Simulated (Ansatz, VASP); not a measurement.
# Two plane-wave programs on Al2Cu

```
Al Cu
1.0
    -1.99690    1.99690    2.98780
     1.99690   -1.99690    2.98780
     1.99690    1.99690   -2.98780
Al Cu
2 1
Direct
  0.75000 0.25000 0.50000
  0.25000 0.75000 0.50000
  0.50000 0.50000 0.00000
```

Alike in both runs: task single point; functional PBE; k mesh 14 × 14 × 14; occupations gaussian, width 0.15 eV; no spin polarisation.

|  | VASP | Ansatz |
| --- | --- | --- |
| version | VASP 6.6.1 | Ansatz 0.2.0 |
| potentials or method | VASP PAW PBE potentials, release 64 (Al, Cu), cutoff 520 eV | scalar-relativistic, plane waves, PAW |
| valence electrons in the cell | 17 | 25 |

Ansatz gave:

- gap on the k mesh at the Fermi level (eV): none
- pressure (GPa): 1.6
- traceless stress, the component that is largest in VASP (GPa): -3.28

Task: Estimate VASP's values.

Result: gap on the k mesh at the Fermi level (eV): none; pressure (GPa): 1.8; traceless stress, the component that is largest in VASP (GPa): -3.25.

A gap of «none» marks a metal or a gap that the smearing closes. VASP's potentials hold 17 valence electrons a cell and Ansatz's 25, so a difference there can come from the potentials and not from the codes.
